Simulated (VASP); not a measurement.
# AlRu (Pm-3m) in VASP: further runs

The runs below take AlRu through elastic constants, with LDA.

Everything below comes from runs of VASP 6.6.1. Logs are shortened: lines on timing, memory, paths and dates and some standing lists are left out, and cuts for length are marked.

## 1. The cell of the first run

The structure is cubic, space group Pm-3m (No. 221). The conventional cell has a = 2.890 Å, b = 2.890 Å, c = 2.890 Å, α = 90.00°, β = 90.00°, γ = 90.00°. Within 3.3 Å of Al (site symmetry m-3m) lie 8 Ru at 2.50 Å and 6 Al at 2.89 Å. Ru (site symmetry m-3m) has 8 Al at 2.50 Å and 6 Ru at 2.89 Å within 3.3 Å.

## 2. Elastic constants, LDA

INCAR reads:

```
  PREC = Accurate
  ENCUT = 600
  EDIFF = 1E-8
  ISMEAR = -1
  SIGMA = 0.15
  LREAL = F
  LASPH = T
  NELM = 60
  ALGO = Normal
  ISIF = 3
  LWAVE = F
  LCHARG = F
  IBRION = 6
  NFREE = 2
  POTIM = 0.015
  NSW = 1
```

KPOINTS reads:

```
regular mesh
0
Gamma
  14 14 14
```

POSCAR reads:

```
AlRu
1.0
    2.8899003266      0.0000000000      0.0000000000
    0.0000000000      2.8899003266      0.0000000000
    0.0000000000      0.0000000000      2.8899003266
Al Ru
1 1
Direct
    0.0000000000      0.0000000000      0.0000000000
    0.5000000000      0.5000000000      0.5000000000
```

Potentials or basis: VASP PAW LDA potentials, release 64 (Al, Ru_pv).

Started as:

```
$ cat potpaw_LDA.64/Al/POTCAR potpaw_LDA.64/Ru_pv/POTCAR > POTCAR
$ mpirun -np 1 vasp_std > vasp.out
```

OUTCAR:

```text
PREC = Accurate
   ENCUT = 600
   EDIFF = 1E-8
   ISMEAR = -1
   LREAL = F
   LASPH = T
   NELM = 60
   ISIF = 3
   IBRION = 6
   NFREE = 2
   POTIM = 0.015
   NSW = 1

 ion  position               nearest neighbor table
   1  0.000  0.000  0.000-   2 2.50   2 2.50   2 2.50   2 2.50   2 2.50   2 2.50   2 2.50   2 2.50

   2  0.500  0.500  0.500-   1 2.50   1 2.50   1 2.50   1 2.50   1 2.50   1 2.50   1 2.50   1 2.50

  LATTYP: Found a simple cubic cell.
 ALAT       =     2.8899003266

  Lattice vectors:

 A1 = (   2.8899003266,   0.0000000000,   0.0000000000)
 A2 = (   0.0000000000,   2.8899003266,   0.0000000000)
 A3 = (   0.0000000000,   0.0000000000,   2.8899003266)

Analysis of symmetry for initial positions (statically):
=====================================================================
 Subroutine PRICEL returns:
 Original cell was already a primitive cell.

 Routine SETGRP: Setting up the symmetry group for a
 simple cubic supercell.

 Subroutine GETGRP returns: Found 48 space group operations
 (whereof 48 operations were pure point group operations)
 out of a pool of 48 trial point group operations.

The static configuration has the point symmetry O_h .

Analysis of symmetry for dynamics (positions and initial velocities):
=====================================================================
 Subroutine PRICEL returns:
 Original cell was already a primitive cell.

 Routine SETGRP: Setting up the symmetry group for a
 simple cubic supercell.

 Subroutine GETGRP returns: Found 48 space group operations
 (whereof 48 operations were pure point group operations)
 out of a pool of 48 trial point group operations.

The dynamic configuration has the point symmetry O_h .

 Subroutine INISYM returns: Found 48 space group operations
 (whereof 48 operations are pure point group operations),
 and found     1 'primitive' translations

----------------------------------------------------------------------------------------

                                     Primitive cell

  volume of cell :      24.1351

  direct lattice vectors                    reciprocal lattice vectors
     2.889900327  0.000000000  0.000000000     0.346032696  0.000000000  0.000000000
     0.000000000  2.889900327  0.000000000     0.000000000  0.346032696  0.000000000
     0.000000000  0.000000000  2.889900327     0.000000000  0.000000000  0.346032696

  length of vectors
     2.889900327  2.889900327  2.889900327     0.346032696  0.346032696  0.346032696

  position of ions in fractional coordinates (direct lattice)
     0.000000000  0.000000000  0.000000000
     0.500000000  0.500000000  0.500000000

  ion indices of the primitive-cell ions
   primitive index   ion index
                 1           1
                 2           2

----------------------------------------------------------------------------------------

 KPOINTS: regular mesh

Automatic generation of k-mesh.
 Grid dimensions read from file:
 generate k-points for:   14   14   14

 Generating k-lattice:

  Cartesian coordinates                     Fractional coordinates (reciprocal lattice)
     0.024716621  0.000000000  0.000000000     0.071428571  0.000000000  0.000000000
     0.000000000  0.024716621  0.000000000     0.000000000  0.071428571  0.000000000
     0.000000000  0.000000000  0.024716621     0.000000000  0.000000000  0.071428571

  Length of vectors
     0.024716621  0.024716621  0.024716621
[... 106 lines left out ...]

  FORCE on cell =-STRESS in cart. coord.  units (eV):
  Direction    XX          YY          ZZ          XY          YZ          ZX
  --------------------------------------------------------------------------------------
  -------------------------------------------------------------------------------------
  Total        2.8301214      2.8301214      2.8301214      0.0000000      0.0000000     -0.0000000
  in kB      187.8741622    187.8741622    187.8741622      0.0000000      0.0000000     -0.0000000
  external PRESSURE =     187.8741622 kB  Pullay stress =       0.0000000 kB
[... 89 lines left out ...]
  FREE ENERGIE OF THE ION-ELECTRON SYSTEM (eV)
  ---------------------------------------------------
  free  energy   TOTEN  =       -16.0881104185 eV

  energy  without entropy=      -15.9895012584  energy(sigma->0) =      -16.03880584

[... ionic steps 4 to 14 ...]

--------------------------------------- Ionic step       15  -------------------------------------------

 number of electron      17.0000002 magnetization

------------------------ aborting loop because EDIFF is reached ----------------------------------------
[... 67 lines left out ...]
--------------------------------------- Ionic step       17  -------------------------------------------

 number of electron      17.0000003 magnetization

 Free energy of the ion-electron system (eV)
  ---------------------------------------------------
  ext. energy  EPLUGINS =         0.00000000
  ---------------------------------------------------
  free energy    TOTEN  =       -16.13746583 eV

  energy without entropy =      -16.03675522  energy(sigma->0) =      -16.08711053

 E-fermi :  12.0881     XC(G=0): -13.3338

 val. band max:       12.0849631980   @ k =   0.5000   0.2857   0.1429
 cond. band min:      12.1099183080   @ k =   0.0714   0.0714   0.0000
 fundamental gap:      0.0249551100
 Fermi energy:        12.0881306469

 k-point     1 :       0.0000    0.0000    0.0000
  band No.  band energies     occupation
      1     -29.5427      2.00000
      2     -29.5427      2.00000
      3     -29.5426      2.00000
      4       1.7814      2.00000
      5       7.8588      2.00000
      6       7.8590      2.00000
      7      12.2783      0.43919
      8      12.2787      0.43829
      9      12.2787      0.43829
     10      18.6023      0.00000
     11      18.6023      0.00000
     12      18.6024      0.00000
[... 331 lines left out ...]
 k-point    24 :       0.3571    0.2143    0.0000
  band No.  band energies     occupation
      1     -29.7833      2.00000
      2     -29.6394      2.00000
      3     -29.5101      2.00000
      4       4.8341      2.00000
      5       7.6778      2.00000
      6       9.1120      2.00000
      7      10.2098      1.99999
      8      10.6772      1.99984
      9      11.6551      1.89438
     10      15.0866      0.00000
     11      19.0827      0.00000
     12      21.2882      0.00000

 [... further k-points ...]
[... 5 lines left out ...]
  --------------------------------------------------------------------------------------
  -------------------------------------------------------------------------------------
  Total        2.8305790      2.8347342      2.8347342      0.0000000     -0.0000000     -0.0000000
  in kB      187.9045398    188.1803790    188.1803790      0.0000000     -0.0000000     -0.0000000
  external PRESSURE =     188.0884326 kB  Pullay stress =       0.0000000 kB
[... 17 lines left out ...]
  FREE ENERGIE OF THE ION-ELECTRON SYSTEM (eV)
  ---------------------------------------------------
  free  energy   TOTEN  =       -16.1374658332 eV

  energy  without entropy=      -16.0367552210  energy(sigma->0) =      -16.08711053

 INTERNAL STRAIN TENSORS FROM STRAINED CELLS
 ============================================

 INTERNAL STRAIN TENSOR FOR ION    1 for displacements in x,y,z  (eV/Angst):
          X           Y           Z          XY          YZ          ZX
  --------------------------------------------------------------------------------
  x     0.00000     0.00000     0.00000     0.00000     0.00000     0.00000
  y     0.00000     0.00000     0.00000     0.00000     0.00000     0.00000
  z     0.00000     0.00000     0.00000     0.00000     0.00000     0.00000

 INTERNAL STRAIN TENSORS FROM DISPLACED ATOMS
 ============================================

 INTERNAL STRAIN TENSOR FOR ION    1 for displacements in x,y,z  (eV/Angst):
          X           Y           Z          XY          YZ          ZX
  --------------------------------------------------------------------------------
  x     0.00000     0.00000     0.00000     0.00000     0.00000     0.00000
  y     0.00000     0.00000     0.00000     0.00000     0.00000     0.00000
  z     0.00000     0.00000     0.00000     0.00000     0.00000     0.00000

 INTERNAL STRAIN TENSOR FOR ION    2 for displacements in x,y,z  (eV/Angst):
          X           Y           Z          XY          YZ          ZX
  --------------------------------------------------------------------------------
  x     0.00000     0.00000     0.00000     0.00000     0.00000     0.00000
  y     0.00000     0.00000     0.00000     0.00000     0.00000     0.00000
  z     0.00000     0.00000     0.00000     0.00000     0.00000     0.00000

 Eigenvectors and eigenvalues of the dynamical matrix
 ----------------------------------------------------

   1 f  =   11.106005 THz    69.781087 2PiTHz  370.456451 cm-1    45.930725 meV
             X         Y         Z           dx          dy          dz
      0.000000  0.000000  0.000000    -0.888424   -0.000000   -0.000000
      1.444950  1.444950  1.444950     0.459024    0.000000    0.000000
[... 21 lines left out ...]
   6 f/i=    0.000027 THz     0.000167 2PiTHz    0.000884 cm-1     0.000110 meV
             X         Y         Z           dx          dy          dz
      0.000000  0.000000  0.000000     0.000000    0.187719    0.418885
      1.444950  1.444950  1.444950    -0.000000    0.363323    0.810736

--------------------------------------------------------------------------------------------------------

 ELASTIC MODULI CONTR FROM IONIC RELAXATION (kBar)
 Direction    XX          YY          ZZ          XY          YZ          ZX
 --------------------------------------------------------------------------------
 XX           0.0000      0.0000      0.0000      0.0000      0.0000      0.0000
 YY           0.0000      0.0000      0.0000      0.0000      0.0000      0.0000
 ZZ           0.0000      0.0000      0.0000      0.0000      0.0000      0.0000
 XY           0.0000      0.0000      0.0000      0.0000      0.0000      0.0000
 YZ           0.0000      0.0000      0.0000      0.0000      0.0000      0.0000
 ZX           0.0000      0.0000      0.0000      0.0000      0.0000      0.0000
 --------------------------------------------------------------------------------

 TOTAL ELASTIC MODULI (kBar)
 Direction    XX          YY          ZZ          XY          YZ          ZX
 --------------------------------------------------------------------------------
 XX        4444.6127   2145.3935   2145.3935      0.0000     -0.0000      0.0000
 YY        2145.3935   4444.6127   2145.3935     -0.0000     -0.0000     -0.0000
 ZZ        2145.3935   2145.3935   4444.6127      0.0000     -0.0000      0.0000
 XY           0.0000     -0.0000      0.0000   1728.3400      0.0000      0.0000
 YZ          -0.0000     -0.0000     -0.0000      0.0000   1728.3400      0.0000
 ZX           0.0000     -0.0000      0.0000      0.0000      0.0000   1728.3400
 --------------------------------------------------------------------------------
```

Wall time 10 min (1 thread of AMD EPYC 7R13, shared host); peak memory 0.59 GiB.

Results:

* Elastic constants C11, C12, C44: 444, 215, 173 GPa
* Voigt bulk modulus: 291 GPa
* Highest phonon frequency at Γ, LO-TO splitting left out: 370 cm⁻¹

Phonon frequencies in cm⁻¹ (negative: imaginary):
```tsv
q point	frequencies
(0.000, 0.000, 0.000)	0 0 0 370 370 370
```

Elastic tensor in Voigt notation (GPa, in the Cartesian axes of the cell as first typed):
```
444 215 215   0   0   0
215 444 215   0   0   0
215 215 444   0   0   0
  0   0   0 173   0   0
  0   0   0   0 173   0
  0   0   0   0   0 173
```

Clamped-ion elastic tensor (GPa):
```
444 215 215   0   0   0
215 444 215   0   0   0
215 215 444   0   0   0
  0   0   0 173   0   0
  0   0   0   0 173   0
  0   0   0   0   0 173
```

Caveat: the cell is under stress, which shifts elastic constants.

## 3. Elastic constants, LDA

This run uses another cell than the first one, of 12.55 Å³/atom, 1.040 times its volume.

INCAR reads:

```
SYSTEM = AlRu
PREC     = Accurate       ! precision mode
ENCUT    = 600            ! plane-wave cutoff, eV
EDIFF    = 1E-8           ! SCF threshold, eV
ISMEAR   = -1             ! smearing method
SIGMA    = 0.15           ! smearing width, eV
LREAL    = .False.        ! projectors in reciprocal space
LASPH    = .True.         ! aspherical terms in the spheres
NELM     = 100            ! most SCF steps
ALGO     = Normal         ! electronic algorithm
ISIF     = 3              ! what is computed and relaxed
LWAVE    = .False.        ! write WAVECAR
LCHARG   = .True.         ! write CHGCAR
GGA      = CA             ! functional
NBANDS   = 16             ! bands
IBRION   = 6              ! ionic algorithm
NFREE    = 2            
POTIM    = 0.015          ! step
NSW      = 1              ! ionic steps
```

KPOINTS reads:

```
Automatic mesh
0
Gamma
  14 14 14
  0 0 0
```

POSCAR reads:

```
AlRu
1.0
    2.9276575817      0.0000000000      0.0000000000
    0.0000000000      2.9276575817      0.0000000000
    0.0000000000      0.0000000000      2.9276575817
Al Ru
1 1
Direct
    0.0000000000      0.0000000000      0.0000000000
    0.5000000000      0.5000000000      0.5000000000
```

Potentials or basis: VASP PAW LDA potentials, release 64 (Al, Ru_pv).

Started as:

```
$ cat potpaw_LDA.64/Al/POTCAR potpaw_LDA.64/Ru_pv/POTCAR > POTCAR
$ mpirun -np 1 vasp_std > vasp.out
```

Run time: 16 min. Hardware: 1 thread of AMD EPYC 7R13, shared host; peak memory 0.68 GiB.

It converged, with:

```
Elastic constants C11, C12, C44                         : 393, 187, 153 GPa
Voigt bulk modulus                                      : 256 GPa
Highest phonon frequency at Γ, LO-TO splitting left out : 345 cm⁻¹
```

Phonon frequencies in cm⁻¹ (negative: imaginary):
| q point | frequencies |
| --- | --- |
| (0.000, 0.000, 0.000) | 0 0 0 345 345 345 |

Elastic tensor in Voigt notation (GPa, in the Cartesian axes of the cell as first typed):
```
393 187 187   0   0   0
187 393 187   0   0   0
187 187 393   0   0   0
  0   0   0 153   0   0
  0   0   0   0 153   0
  0   0   0   0   0 153
```

Clamped-ion elastic tensor (GPa):
```
393 187 187   0   0   0
187 393 187   0   0   0
187 187 393   0   0   0
  0   0   0 153   0   0
  0   0   0   0 153   0
  0   0   0   0   0 153
```

Caveat: the cell is under stress, which shifts elastic constants.
